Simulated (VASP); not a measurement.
Set up this calculation in VASP 6.6.1, as the native input.

```
Task                   : single point
Functional             : PBE
Potentials or basis    : VASP PAW PBE potentials, release 64 (Mg, Te, Se)
Cutoff                 : 520 eV
k mesh                 : 6 × 6 × 1
Occupations            : gaussian, width 0.1 eV
Spin                   : no spin polarisation
Dipole correction      : no
Further INCAR settings : ALGO = Normal; EDIFF = 1e-07; NBANDS = 36
```

The structure of Mg3TeSe2 lies in POSCAR:

```
Mg3TeSe2
1.0
    4.0077261996      0.0000000000      0.0000000000
   -2.0038630998      3.4707927003      0.0000000000
    0.0000000000      0.0000000000     19.6459358000
Mg Te Se
6 2 4
Direct
    0.3333333333      0.6666666667      0.0908695000
    0.3333333333      0.6666666667      0.5908695000
    0.6666666667      0.3333333333      0.4091305000
    0.6666666667      0.3333333333      0.9091305000
    0.0000000000      0.0000000000      0.2500000000
    0.0000000000      0.0000000000      0.7500000000
    0.0000000000      0.0000000000      0.0000000000
    0.0000000000      0.0000000000      0.5000000000
    0.3333333333      0.6666666667      0.3296725000
    0.3333333333      0.6666666667      0.8296725000
    0.6666666667      0.3333333333      0.1703275000
    0.6666666667      0.3333333333      0.6703275000
```

These files were run (other wordings do the same):

INCAR

```
ALGO = Normal
EDIFF = 1E-7
ENCUT = 520
GGA = PE
ISIF = 2
ISMEAR = 0
LASPH = T
LCHARG = T
LELF = T
LREAL = F
LVHAR = T
LWAVE = F
NBANDS = 36
NELM = 60
PREC = Accurate
SIGMA = 0.1
```

KPOINTS

```
k-points
0
Gamma
  6 6 1
```

Potentials or basis: VASP PAW PBE potentials, release 64 (Mg, Te, Se).

Command:

```console
$ cat potpaw_PBE.64/Mg/POTCAR potpaw_PBE.64/Te/POTCAR potpaw_PBE.64/Se/POTCAR > POTCAR
$ mpirun -np 1 vasp_std > vasp.out
```

It gave:

```yaml
Pressure: -0.1 GPa
Largest_force: 0.003 eV/Å
Band_gap_on_the_k_mesh: 0.47 eV
```

Caveat: spin-orbit coupling is left out, which moves the levels of the heavy elements.

It took 64 s on 1 thread of Intel(R) Xeon(R) Platinum 8559C (Emerald Rapids), on a shared host, peak memory 0.37 GiB.
